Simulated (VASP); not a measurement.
# WS2 in VASP: single point with LDA

Aim: the single point of WS2 with LDA.

Program: VASP 6.6.1. These are calculated values, not measurements. Logs are shortened: lines on timing, memory, paths and dates and some standing lists are left out, and cuts for length are marked.

## (1) The cell of the first run

The cell holds a slab with vacuum, 3 atoms: a = 3.184 Å, b = 3.184 Å, c = 16.951 Å, α = 90.00°, β = 90.00°, γ = 120.00°.

## (2) Single point, LDA (atom 2 (S) moved by (-0.300, -0.300) A along [1 1 0] and z)

The input, INCAR:

```
PREC = Accurate
ENCUT = 500
EDIFF = 1E-6
ISMEAR = 0
SIGMA = 0.05
LREAL = False
LASPH = True
NELM = 120
ALGO = Normal
ISIF = 2
LWAVE = False
LCHARG = False
GGA = CA
NBANDS = 20
GGA_COMPAT = False
```

The input, KPOINTS:

```
regular mesh
0
Gamma
  12 12 2
```

The input, POSCAR:

```
WS2
1.0
    3.1835163552      0.0000000000      0.0000000000
   -1.5917581776      2.7570060369      0.0000000000
    0.0000000000      0.0000000000     16.9505778900
W S
1 2
Direct
    0.3333333333      0.6666666667      0.0000000000
    0.5615607133      0.2563904353      0.8903009784
    0.6666666667      0.3333333333      0.0920005100
```

Potentials or basis: VASP PAW LDA potentials, release 64 (W_sv, S).

Run with:

```console
> cat potpaw_LDA.64/W_sv/POTCAR potpaw_LDA.64/S/POTCAR > POTCAR
> mpirun -np 1 vasp_std > vasp.out
```

OUTCAR:

```text
PREC = Accurate
   ENCUT = 500
   EDIFF = 1E-6
   ISMEAR = 0
   LREAL = False
   LASPH = True
   NELM = 120
   ISIF = 2
   GGA = CA

 ion  position               nearest neighbor table
   1  0.333  0.667  0.000-   3 2.41   3 2.41   3 2.41   2 2.48   2 2.58   2 2.83
   2  0.562  0.256  0.890-   1 2.48   1 2.58   1 2.83
   3  0.667  0.333  0.092-   1 2.41   1 2.41   1 2.41

  LATTYP: Found a hexagonal cell.
 ALAT       =     3.1835163552
 C/A-ratio  =     5.3244827413

  Lattice vectors:

 A1 = (   3.1835163552,   0.0000000000,   0.0000000000)
 A2 = (  -1.5917581776,   2.7570060369,   0.0000000000)
 A3 = (   0.0000000000,   0.0000000000,  16.9505778900)

Analysis of symmetry for initial positions (statically):
=====================================================================
 Subroutine PRICEL returns:
 Original cell was already a primitive cell.

 Routine SETGRP: Setting up the symmetry group for a
 hexagonal supercell.

 Subroutine GETGRP returns: Found  1 space group operations
 (whereof  1 operations were pure point group operations)
 out of a pool of 24 trial point group operations.

The static configuration has the point symmetry C_1 .

Analysis of symmetry for dynamics (positions and initial velocities):
=====================================================================
 Subroutine PRICEL returns:
 Original cell was already a primitive cell.

 Routine SETGRP: Setting up the symmetry group for a
 hexagonal supercell.

 Subroutine GETGRP returns: Found  1 space group operations
 (whereof  1 operations were pure point group operations)
 out of a pool of 24 trial point group operations.

The dynamic configuration has the point symmetry C_1 .

 Subroutine INISYM returns: Found  1 space group operations
 (whereof  1 operations are pure point group operations),
 and found     1 'primitive' translations

----------------------------------------------------------------------------------------

                                     Primitive cell

  volume of cell :     148.7748

  direct lattice vectors                    reciprocal lattice vectors
     3.183516355  0.000000000  0.000000000     0.314118066  0.181356150  0.000000000
    -1.591758178  2.757006037  0.000000000     0.000000000  0.362712300  0.000000000
     0.000000000  0.000000000 16.950577890     0.000000000  0.000000000  0.058995039

  length of vectors
     3.183516355  3.183516355 16.950577890     0.362712300  0.362712300  0.058995039

  position of ions in fractional coordinates (direct lattice)
     0.333333333  0.666666667  0.000000000
     0.561560713  0.256390435  0.890300978
     0.666666667  0.333333333  0.092000510

  ion indices of the primitive-cell ions
   primitive index   ion index
                 1           1
                 2           2
                 3           3

----------------------------------------------------------------------------------------

 KPOINTS: regular mesh

Automatic generation of k-mesh.
 Grid dimensions read from file:
 generate k-points for:   12   12    2

 Generating k-lattice:

  Cartesian coordinates                     Fractional coordinates (reciprocal lattice)
     0.026176505  0.015113012  0.000000000     0.083333333 -0.000000000  0.000000000
     0.000000000  0.030226025  0.000000000     0.000000000  0.083333333  0.000000000
     0.000000000  0.000000000  0.029497519     0.000000000  0.000000000  0.500000000

  Length of vectors
     0.030226025  0.030226025  0.029497519

  Shift w.r.t. Gamma in fractional coordinates (k-lattice)
     0.000000000  0.000000000  0.000000000

 Subroutine IBZKPT returns following result:
 ===========================================

 Found    148 irreducible k-points:

 Following reciprocal coordinates:
            Coordinates               Weight
  0.000000  0.000000  0.000000      1.000000
  0.083333  0.000000  0.000000      2.000000
  0.000000  0.083333  0.000000      2.000000
 -0.083333  0.083333  0.000000      2.000000
  0.166667  0.000000  0.000000      2.000000
  0.000000  0.166667  0.000000      2.000000
[... 16 lines left out ...]
  0.166667  0.083333  0.000000      2.000000
 -0.083333  0.250000  0.000000      2.000000
 [... further k-points ...]
   k-points           NKPTS =    148   k-points in BZ     NKDIM =    148   number of bands    NBANDS=     20
   number of dos      NEDOS =    301   number of ions     NIONS =      3
   total plane-waves  NPLWV =  72576
   dimension x,y,z NGX =    24 NGY =   24 NGZ =  126
   dimension x,y,z NGXF=    48 NGYF=   48 NGZF=  252
   ions per type =               1   2
   NGX,Y,Z   is equivalent  to a cutoff of  12.53, 12.53, 12.36 a.u.
   NGXF,Y,Z  is equivalent  to a cutoff of  25.07, 25.07, 24.72 a.u.
 SYSTEM =  unknown system
   PREC   = accura    normal or accurate (medium, high low for compatibility)
   ISTART =      0    job   : 0-new  1-cont  2-samecut
   ICHARG =      2    charge: 1-file 2-atom 10-const
   ISPIN  =      1    spin polarized calculation?
   LNONCOLLINEAR =      F non collinear calculations
   LSORBIT =      F    spin-orbit coupling
   LASPH  =      T    aspherical Exc in radial PAW
   ENCUT  =  500.0 eV  36.75 Ry    6.06 a.u.   5.80  5.80 30.90*2*pi/ulx,y,z
   NELM   =    120;   NELMIN=  2; NELMDL= -5     # of ELM steps
   EDIFF  = 0.1E-05   stopping-criterion for ELM
   LREAL  =      F    real-space projection
[... 7 lines left out ...]
   TEBEG  =    0.0;   TEEND  =   0.0 temperature during run
   PSTRESS=    0.0 pullay stress
   NELECT =      26.0000    total number of electrons
   NUPDOWN=      -1.0000    fix difference up-down
   EMIN   =  10.00;   EMAX   =-10.00  energy-range for DOS
   EFERMI =   0.00;   METHOD = LEGACY
   ISMEAR =     0;   SIGMA  =   0.05  broadening in eV -4-tet -1-fermi 0-gaus
   EFERMI_NEDOS =   21; number of points for ismear=-14 and -15
   IALGO  =     38    algorithm
   IMIX   =      4    mixing-type and parameters
     AMIX     =   0.40;   BMIX     =  1.00
     AMIX_MAG =   1.60;   BMIX_MAG =  1.00
  volume/ion in A,a.u.               =      49.59       334.66
  Fermi-wavevector in a.u.,A,eV,Ry     =   0.915285  1.729637 11.398226  0.837746
  Thomas-Fermi vector in A             =   2.040009
   LORBIT       =      0    0 simple, 1 ext, 2 COOP (PROOUT), +10 PAW based schemes
   GGA     = CA    functional components
   LHFCALC =     F    Hartree Fock is set to
   AEXX    =    0.0000 exact exchange contribution
   IVDW    =     0    specifies the selected vdW correction
   LEPSILON=     F    determine dielectric tensor
   LRPA    =     F    only Hartree local field effects (RPA)
 non-spin polarized calculation
 Gauss-broadening in eV      SIGMA  =   0.05
  energy-cutoff  :      500.00
  volume of cell :      148.77
 maximum number of plane-waves:      3808
   NGX = 11   NGY = 11   NGZ = 61

 number of electron      25.9999999 magnetization

 Free energy of the ion-electron system (eV)
  ---------------------------------------------------
  ext. energy  EPLUGINS =         0.00000000
  ---------------------------------------------------
  free energy    TOTEN  =       -25.17885340 eV

  energy without entropy =      -25.17885340  energy(sigma->0) =      -25.17885340

 E-fermi :  -1.0662     XC(G=0):  -4.7650

 val. band max:       -1.3607307288   @ k =   0.3333   0.3333   0.5000
 cond. band min:      -0.1056967655   @ k =   0.2500  -0.0833   0.0000
 fundamental gap:      1.2550339633
 Fermi energy:        -1.0662469102

 k-point     1 :       0.0000    0.0000    0.0000
  band No.  band energies     occupation
      1     -75.0651      2.00000
      2     -39.5413      2.00000
      3     -39.3367      2.00000
      4     -39.3352      2.00000
      5     -15.6103      2.00000
      6     -14.2871      2.00000
[... 12 lines left out ...]
     19       4.2186      0.00000
     20       4.4678      0.00000

 k-point     2 :       0.0833    0.0000    0.0000
  band No.  band energies     occupation
      1     -75.0640      2.00000
      2     -39.5383      2.00000
      3     -39.3563      2.00000
      4     -39.3416      2.00000
      5     -15.5087      2.00000
      6     -14.2252      2.00000
[... 12 lines left out ...]
     19       4.3682      0.00000
     20       4.7231      0.00000

 k-point     3 :       0.0000    0.0833    0.0000
  band No.  band energies     occupation
      1     -75.0640      2.00000
      2     -39.5378      2.00000
      3     -39.3577      2.00000
      4     -39.3409      2.00000
      5     -15.5034      2.00000
      6     -14.2319      2.00000
[... 12 lines left out ...]
     19       4.3734      0.00000
     20       4.7076      0.00000

 k-point     4 :      -0.0833    0.0833    0.0000
  band No.  band energies     occupation
      1     -75.0640      2.00000
      2     -39.5378      2.00000
      3     -39.3583      2.00000
      4     -39.3403      2.00000
      5     -15.5044      2.00000
      6     -14.2306      2.00000
[... 12 lines left out ...]
     19       4.3716      0.00000
     20       4.7225      0.00000

 k-point     5 :       0.1667    0.0000    0.0000
  band No.  band energies     occupation
      1     -75.0610      2.00000
      2     -39.5309      2.00000
      3     -39.4121      2.00000
      4     -39.3555      2.00000
      5     -15.2207      2.00000
      6     -14.0457      2.00000
[... 12 lines left out ...]
     19       4.7754      0.00000
     20       5.2927      0.00000

 k-point     6 :       0.0000    0.1667    0.0000
  band No.  band energies     occupation
      1     -75.0610      2.00000
      2     -39.5286      2.00000
      3     -39.4163      2.00000
      4     -39.3546      2.00000
      5     -15.2002      2.00000
      6     -14.0719      2.00000
[... 12 lines left out ...]
     19       4.7959      0.00000
     20       5.2501      0.00000

 k-point     7 :      -0.1667    0.1667    0.0000
  band No.  band energies     occupation
      1     -75.0610      2.00000
      2     -39.5286      2.00000
      3     -39.4169      2.00000
      4     -39.3539      2.00000
      5     -15.2039      2.00000
      6     -14.0671      2.00000
[... 12 lines left out ...]
     19       4.7925      0.00000
     20       5.2916      0.00000
[... 277 lines left out ...]
 k-point    20 :       0.0833    0.0833    0.0000
  band No.  band energies     occupation
      1     -75.0620      2.00000
      2     -39.5325      2.00000
      3     -39.3945      2.00000
      4     -39.3522      2.00000
      5     -15.3074      2.00000
      6     -14.1124      2.00000
[... 12 lines left out ...]
     19       4.6531      0.00000
     20       5.1353      0.00000

 k-point    21 :      -0.0833    0.1667    0.0000
  band No.  band energies     occupation
      1     -75.0619      2.00000
      2     -39.5310      2.00000
      3     -39.3983      2.00000
      4     -39.3505      2.00000
      5     -15.2955      2.00000
      6     -14.1279      2.00000
[... 12 lines left out ...]
     19       4.6664      0.00000
     20       5.1155      0.00000

 k-point    22 :      -0.1667    0.0833    0.0000
  band No.  band energies     occupation
      1     -75.0620      2.00000
      2     -39.5324      2.00000
      3     -39.3950      2.00000
      4     -39.3516      2.00000
      5     -15.3101      2.00000
      6     -14.1088      2.00000
[... 12 lines left out ...]
     19       4.6482      0.00000
     20       5.1669      0.00000

 k-point    23 :       0.1667    0.0833    0.0000
  band No.  band energies     occupation
      1     -75.0584      2.00000
      2     -39.5269      2.00000
      3     -39.4541      2.00000
      4     -39.3716      2.00000
      5     -14.9504      2.00000
      6     -13.8848      2.00000
[... 12 lines left out ...]
     19       5.1543      0.00000
     20       5.6633      0.00000

 k-point    24 :      -0.0833    0.2500    0.0000
  band No.  band energies     occupation
      1     -75.0584      2.00000
      2     -39.5202      2.00000
      3     -39.4646      2.00000
      4     -39.3692      2.00000
      5     -14.9186      2.00000
      6     -13.9262      2.00000
[... 12 lines left out ...]
     19       5.1968      0.00000
     20       5.5600      0.00000

 [... further k-points ...]
[... 5 lines left out ...]
  --------------------------------------------------------------------------------------
  -------------------------------------------------------------------------------------
  Total       -3.6911727     -4.1213608     -7.8023335      0.2006582     -1.7325624     -1.3178121
  in kB      -39.7507785    -44.3835371    -84.0244695      2.1609172    -18.6582181    -14.1917113
  external PRESSURE =     -56.0529283 kB  Pullay stress =       0.0000000 kB

 VOLUME and BASIS-vectors are now :
 -----------------------------------------------------------------------------
  energy-cutoff  :      500.00
  volume of cell :      148.77
      direct lattice vectors                 reciprocal lattice vectors
     3.183516355  0.000000000  0.000000000     0.314118066  0.181356150  0.000000000
    -1.591758178  2.757006037  0.000000000     0.000000000  0.362712300  0.000000000
     0.000000000  0.000000000 16.950577890     0.000000000  0.000000000  0.058995039

 POSITION                                       TOTAL-FORCE (eV/Angst)
 -----------------------------------------------------------------------------------
     -0.00000      1.83800      0.00000        -0.959552     -1.028958     -2.734184
      1.37963      0.70687     15.09112         0.823199      0.976189      3.520532
      1.59176      0.91900      1.55946         0.136353      0.052769     -0.786347
 -----------------------------------------------------------------------------------
    total drift:                                0.000085     -0.000114      0.000316

  FREE ENERGIE OF THE ION-ELECTRON SYSTEM (eV)
  ---------------------------------------------------
  free  energy   TOTEN  =       -25.1788533986 eV

  energy  without entropy=      -25.1788533986  energy(sigma->0) =      -25.17885340
```

It took 8.9 min on 1 thread of Oxide Virtual Turin-like, shared host; peak memory 0.45 GiB.

What came out:

```yaml
Free_energy: -25.1789 eV
Largest_force: 3.745 eV/Å
Band_gap_on_the_k_mesh: 1.25 eV (least direct gap 1.76 eV)
```

Forces on the atoms (eV/Å):
```
W   -0.960 -1.029 -2.734
S    0.823  0.976  3.521
S    0.136  0.053 -0.786
```

Caveat: the cell differs from its parent crystal (atom 2 (S) moved by (-0.300, -0.300) A along [1 1 0] and z); there is no dipole correction, which matters where the two faces differ; spin-orbit coupling is left out, which moves the levels of the heavy elements.
